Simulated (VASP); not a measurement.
# Sb (R-3m) in VASP: notebook

Runs on Sb. Level: B3LYP5. Tasks: single point.

Everything below comes from runs of VASP 6.6.1. Logs are shortened: lines on timing, memory, paths and dates and some standing lists are left out, and cuts for length are marked.

### Step 1. The cell of the first run

Symmetry: R-3m, No. 166, trigonal system. Conventional cell: a = 4.279 Å, b = 4.279 Å, c = 11.198 Å, α = 90.00°, β = 90.00°, γ = 120.00°. Sb (site symmetry 3m) has 6 Sb at 2.89 to 3.33 Å within 3.8 Å.

### Step 2. Single point, B3LYP5

Input file POSCAR:

```
Sb
1.0
    2.1397418462      1.2353805309      3.7327777635
   -2.1397418462      1.2353805309      3.7327777635
    0.0000000000     -2.4707610619      3.7327777635
Sb
2
Direct
    0.7665100000      0.7665100000      0.7665100000
    0.2334900000      0.2334900000      0.2334900000
```

Input file INCAR.step1:

```
SYSTEM = Sb
PREC = Accurate
ENCUT = 520
EDIFF = 1E-5
ISMEAR = -1
SIGMA = 0.05
LREAL = .FALSE.
LASPH = .TRUE.
NELM = 100
ALGO = Normal
ISIF = 2
LWAVE = .TRUE.
LCHARG = .FALSE.
NBANDS = 12
GGA = PE
```

Input file INCAR.step2:

```
SYSTEM = Sb
PREC = Accurate
ENCUT = 520
EDIFF = 1E-6
ISMEAR = -1
SIGMA = 0.05
LREAL = .FALSE.
LASPH = .TRUE.
NELM = 100
ALGO = Normal
ISIF = 2
LWAVE = .FALSE.
LCHARG = .FALSE.
GGA = B5
LHFCALC = .TRUE.
AEXX = 0.2
AGGAX = 0.72
AGGAC = 0.81
ALDAC = 0.19
PRECFOCK = Normal
NBANDS = 12
ISTART = 1
```

Input file KPOINTS:

```
regular mesh
0
G
  4 4 4
  0 0 0
```

Potentials or basis: VASP PAW PBE potentials, release 64 (Sb).

The run is started by

```bash
cat potpaw_PBE.64/Sb/POTCAR > POTCAR
cp INCAR.step1 INCAR
mpirun -np 1 vasp_std > vasp.out
cp INCAR.step2 INCAR
mpirun -np 1 vasp_std > vasp.out
```

OUTCAR:

```text
SYSTEM = Sb
   PREC = Accurate
   ENCUT = 520
   EDIFF = 1E-6
   ISMEAR = -1
   LREAL = .FALSE.
   LASPH = .TRUE.
   NELM = 100
   ISIF = 2
   GGA = B5
   LHFCALC = .TRUE.
   AEXX = 0.2
   PRECFOCK = Normal
   ISTART = 1

 ion  position               nearest neighbor table
   1  0.767  0.767  0.767-   2 2.89   2 2.89   2 2.89   2 3.33   2 3.33   2 3.33
   2  0.233  0.233  0.233-   1 2.89   1 2.89   1 2.89   1 3.33   1 3.33   1 3.33

  LATTYP: Found a trigonal (rhomboedric) cell.
 ALAT       =     4.4764148664
 COS(alpha) =     0.5430253624

  Lattice vectors:

 A1 = (   2.1397418462,   1.2353805309,   3.7327777635)
 A2 = (  -2.1397418462,   1.2353805309,   3.7327777635)
 A3 = (   0.0000000000,  -2.4707610619,   3.7327777635)

Analysis of symmetry for initial positions (statically):
=====================================================================
 Subroutine PRICEL returns:
 Original cell was already a primitive cell.

 Routine SETGRP: Setting up the symmetry group for a
 trigonal (rhombohedral) supercell.

 Subroutine GETGRP returns: Found 12 space group operations
 (whereof 12 operations were pure point group operations)
 out of a pool of 12 trial point group operations.

The static configuration has the point symmetry D_3d.

Analysis of symmetry for dynamics (positions and initial velocities):
=====================================================================
 Subroutine PRICEL returns:
 Original cell was already a primitive cell.

 Routine SETGRP: Setting up the symmetry group for a
 trigonal (rhombohedral) supercell.

 Subroutine GETGRP returns: Found 12 space group operations
 (whereof 12 operations were pure point group operations)
 out of a pool of 12 trial point group operations.

The dynamic configuration has the point symmetry D_3d.

 Subroutine INISYM returns: Found 12 space group operations
 (whereof 12 operations are pure point group operations),
 and found     1 'primitive' translations

----------------------------------------------------------------------------------------

                                     Primitive cell

  volume of cell :      59.2032

  direct lattice vectors                    reciprocal lattice vectors
     2.139741846  1.235380531  3.732777764     0.233673048  0.134911197  0.089299003
    -2.139741846  1.235380531  3.732777764    -0.233673048  0.134911197  0.089299003
     0.000000000 -2.470761062  3.732777764     0.000000000 -0.269822395  0.089299003

  length of vectors
     4.476414866  4.476414866  4.476414866     0.284215476  0.284215476  0.284215476

[... 88 lines left out ...]
     AMIX_MAG =   1.60;   BMIX_MAG =  1.00
  volume/ion in A,a.u.               =      29.60       199.76
  Fermi-wavevector in a.u.,A,eV,Ry     =   0.904954  1.710114 11.142370  0.818941
  Thomas-Fermi vector in A             =   2.028463
   LORBIT       =      0    0 simple, 1 ext, 2 COOP (PROOUT), +10 PAW based schemes
   GGA     = B5    functional components
   LHFCALC =     T    Hartree Fock is set to
   PRECFOCK=normal    Normal, Fast or Accurate (Low or Medium for compatibility)
   ENCUT4O =  -1.0   cutoff for four orbital integrals eV
   NKREDX  =     1    reduce k-point grid by
   NKREDY  =     1    reduce k-point grid by
   NKREDZ  =     1    reduce k-point grid by
   AEXX    =    0.2000 exact exchange contribution
   HFSCREEN=    0.0000 screening length (either q_TF or 0.3 A-1)
   HFSCREENC=   0.0000 screening length for correlation (either q_TF or 0.3 A-1)
   ENCUTFOCK=  -1.0 apply spherical cutoff to Coloumb kernel
   IVDW    =     0    specifies the selected vdW correction
   LEPSILON=     F    determine dielectric tensor
   LRPA    =     F    only Hartree local field effects (RPA)
 non-spin polarized calculation
  energy-cutoff  :      520.00
  volume of cell :       59.20
 maximum number of plane-waves:      1608
 NGX is ok and might be reduce to    36
  NGX = 28; NGY = 28; NGZ = 28

 number of electron      10.0000000 magnetization

 Free energy of the ion-electron system (eV)
  ---------------------------------------------------
  ext. energy  EPLUGINS =         0.00000000
  ---------------------------------------------------
  free energy    TOTEN  =        -9.27238551 eV

  energy without entropy =       -9.27236819  energy(sigma->0) =       -9.27237685

 E-fermi :   7.6550     XC(G=0):  -7.4731

 val. band max:        7.2772203565   @ k =   0.5000   0.5000   0.5000
 cond. band min:       8.0817074276   @ k =   0.5000  -0.0000   0.0000
 fundamental gap:      0.8044870711
 Fermi energy:         7.6550171978

 k-point     1 :       0.0000    0.0000    0.0000
  band No.  band energies     occupation
      1      -6.6140      2.00000
      2       2.3400      2.00000
      3       5.0603      2.00000
      4       5.3602      2.00000
      5       5.3602      2.00000
      6      10.4871      0.00000
      7      11.1709      0.00000
      8      11.1709      0.00000
      9      13.7495      0.00000
     10      13.7495      0.00000
     11      13.9277      0.00000
     12      15.5260      0.00000
[... 166 lines left out ...]
 k-point    13 :       0.5000    0.5000    0.5000
  band No.  band energies     occupation
      1      -4.9191      2.00000
      2      -2.5038      2.00000
      3       5.9341      2.00000
      4       5.9341      2.00000
      5       7.2772      1.99895
      6       8.2752      0.00001
      7       8.2752      0.00001
      8       9.3408      0.00000
      9      15.9037      0.00000
     10      17.4581      0.00000
     11      17.4581      0.00000
     12      18.0596      0.00000

------------------------ aborting loop because EDIFF is reached ----------------------------------------

  FORCE on cell =-STRESS in cart. coord.  units (eV):
  Direction    XX          YY          ZZ          XY          YZ          ZX
  --------------------------------------------------------------------------------------
  -------------------------------------------------------------------------------------
  Total        2.2327464      2.2327464      1.9169082     -0.0000000     -0.0000000      0.0000000
  in kB       60.4233029     60.4233029     51.8759871     -0.0000000     -0.0000000      0.0000000
  external PRESSURE =      57.5741977 kB  Pullay stress =       0.0000000 kB

 VOLUME and BASIS-vectors are now :
 -----------------------------------------------------------------------------
  energy-cutoff  :      520.00
  volume of cell :       59.20
      direct lattice vectors                 reciprocal lattice vectors
     2.139741846  1.235380531  3.732777764     0.233673048  0.134911197  0.089299003
    -2.139741846  1.235380531  3.732777764    -0.233673048  0.134911197  0.089299003
     0.000000000 -2.470761062  3.732777764     0.000000000 -0.269822395  0.089299003

 POSITION                                       TOTAL-FORCE (eV/Angst)
 -----------------------------------------------------------------------------------
      0.00000     -0.00000      8.58363         0.000000     -0.000000      0.264129
      0.00000     -0.00000      2.61470         0.000000      0.000000     -0.264129
 -----------------------------------------------------------------------------------
    total drift:                                0.000000     -0.000000      0.000000

  FREE ENERGIE OF THE ION-ELECTRON SYSTEM (eV)
  ---------------------------------------------------
  free  energy   TOTEN  =        -9.2723855102 eV

  energy  without entropy=       -9.2723681870  energy(sigma->0) =       -9.27237685
```

OUTCAR.step1:

```text
SYSTEM = Sb
   PREC = Accurate
   ENCUT = 520
   EDIFF = 1E-5
   ISMEAR = -1
   LREAL = .FALSE.
[... 404 lines left out ...]
      0.00000     -0.00000      8.58363         0.000000      0.000000     -0.074559
      0.00000     -0.00000      2.61470         0.000000     -0.000000      0.074559
 -----------------------------------------------------------------------------------
    total drift:                                0.000000     -0.000000     -0.000000

  FREE ENERGIE OF THE ION-ELECTRON SYSTEM (eV)
  ---------------------------------------------------
  free  energy   TOTEN  =        -8.2741077811 eV

  energy  without entropy=       -8.2687040624  energy(sigma->0) =       -8.27140592
```

OSZICAR.step1:

```text
N       E                     dE             d eps       ncg     rms          rms(c)
DAV:   1     0.335764221975E+02    0.33576E+02   -0.35185E+03   312   0.651E+02
DAV:   2    -0.650396529408E+01   -0.40080E+02   -0.38500E+02   448   0.105E+02
DAV:   3    -0.826362839101E+01   -0.17597E+01   -0.17181E+01   380   0.237E+01
DAV:   4    -0.827754044375E+01   -0.13912E-01   -0.13911E-01   344   0.261E+00
DAV:   5    -0.827770221411E+01   -0.16177E-03   -0.16177E-03   388   0.306E-01    0.311E+00
DAV:   6    -0.827515716502E+01    0.25450E-02   -0.26714E-03   360   0.335E-01    0.188E+00
DAV:   7    -0.827396907947E+01    0.11881E-02   -0.67745E-03   380   0.520E-01    0.700E-02
DAV:   8    -0.827409444250E+01   -0.12536E-03   -0.39439E-04   360   0.122E-01    0.130E-02
DAV:   9    -0.827410639876E+01   -0.11956E-04   -0.20383E-05   384   0.297E-02    0.817E-03
DAV:  10    -0.827410778114E+01   -0.13824E-05   -0.68158E-06   272   0.140E-02
   1 F= -.82741078E+01 E0= -.82714059E+01  d E =-.540372E-02
```

Wall time 7.2 min (1 thread of AMD EPYC 7R13 (Zen 3), shared host); peak memory 0.17 GiB.

What came out:

- Free energy: -9.2724 eV
- Pressure: 5.8 GPa
- Largest force: 0.264 eV/Å
- Band gap on the k mesh: 0.80 eV (least direct gap 0.96 eV)

Forces on the atoms (eV/Å):
```
Sb   0.000  0.000  0.264
Sb   0.000  0.000 -0.264
```

Levels at points of the mesh, in eV from the valence-band top:
```tsv
k point	band 1	band 2	band 3	band 4	band 5	band 6	band 7	band 8	band 9	band 10
(0.00, 0.00, 0.00)	-13.89	-4.94	-2.22	-1.92	-1.92	3.21	3.89	3.89	6.47	6.47
(0.50, 0.00, 0.00)	-11.29	-10.49	-2.05	-1.90	-0.15	0.80	1.22	1.43	9.22	9.74
(0.50, 0.50, 0.00)	-11.27	-8.63	-5.88	-4.07	-3.96	2.74	6.34	6.99	8.53	10.15
(0.50, 0.50, 0.50)	-12.20	-9.78	-1.34	-1.34	0.00	1.00	1.00	2.06	8.63	10.18
```

Caveat: the k points lie up to 0.45 Å⁻¹ apart; the PAW data sets were made with another functional, which shifts forces and pressure a little; spin-orbit coupling is left out, which moves the levels of the heavy elements.

### Step 3. Single point, B3LYP5

This run uses another cell than the first one, of 30.21 Å³/atom.

Input file POSCAR:

```
Sb
1.0
    2.1542000000      1.2437279499      3.7580000000
   -2.1542000000      1.2437279499      3.7580000000
    0.0000000000     -2.4874558998      3.7580000000
Sb
2
Direct
    0.7665100000      0.7665100000      0.7665100000
    0.2334900000      0.2334900000      0.2334900000
```

Input file INCAR.step1:

```
SYSTEM = Sb
ALGO = Normal ; EDIFF = 1E-5
ENCUT = 520 ; GGA = PE
ISIF = 2 ; ISMEAR = -1
LASPH = .TRUE. ; LREAL = .FALSE.
LWAVE = .TRUE. ; NBANDS = 12
NELM = 60 ; PREC = Accurate
SIGMA = 0.05
```

Input file INCAR.step2:

```
SYSTEM = Sb
AEXX = 0.2 ; AGGAC = 0.81
AGGAX = 0.72 ; ALDAC = 0.19
ALGO = Normal ; EDIFF = 1E-6
ENCUT = 520 ; GGA = B5
ISIF = 2 ; ISMEAR = -1
ISTART = 1 ; LASPH = .TRUE.
LCHARG = .TRUE. ; LELF = .TRUE.
LHFCALC = .TRUE. ; LREAL = .FALSE.
LVHAR = .TRUE. ; LWAVE = .FALSE.
NBANDS = 12 ; NELM = 60
PREC = Accurate ; PRECFOCK = Normal
SIGMA = 0.05
```

Input file KPOINTS:

```
k-points
0
G
  4 4 4
  0 0 0
```

Potentials or basis: VASP PAW PBE potentials, release 64 (Sb).

The run is started by

```bash
cat potpaw_PBE.64/Sb/POTCAR > POTCAR
cp INCAR.step1 INCAR
mpirun -np 1 vasp_std > vasp.out
cp INCAR.step2 INCAR
mpirun -np 1 vasp_std > vasp.out
```

It took 7.6 min on 1 thread of AMD EPYC 7R13 (Zen 3), shared host; peak memory 0.17 GiB.

Results (log left out):

```yaml
Free_energy: -9.3102 eV
Pressure: 4.3 GPa
Largest_force: 0.370 eV/Å
Band_gap_on_the_k_mesh: 0.82 eV (least direct gap 0.94 eV)
```

Forces in eV/Å, atoms in the order of the input:
```
Sb   0.000  0.000  0.370
Sb   0.000  0.000 -0.370
```

Stress tensor (GPa, compression positive):
```
4.50 0.00 0.00
0.00 4.50 0.00
0.00 0.00 3.92
```

Levels at points of the mesh, in eV from the valence-band top:
```
           k point  band 1  band 2  band 3  band 4  band 5  band 6  band 7  band 8  band 9  band 10
(0.00, 0.00, 0.00)  -13.69   -5.02   -2.12   -1.84   -1.84    3.23    3.89    3.89    6.52     6.52
(0.50, 0.00, 0.00)  -11.14  -10.36   -1.96   -1.82   -0.11    0.82    1.26    1.48    9.23     9.73
(0.50, 0.50, 0.00)  -11.14   -8.56   -5.73   -3.94   -3.83    2.83    6.26    6.91    8.37    10.14
(0.50, 0.50, 0.50)  -12.03   -9.65   -1.27   -1.27    0.00    1.06    1.06    2.04    8.62    10.18
```

Caveat: the k points lie up to 0.44 Å⁻¹ apart; the PAW data sets were made with another functional, which shifts forces and pressure a little; spin-orbit coupling is left out, which moves the levels of the heavy elements. A k mesh can miss the band edges.
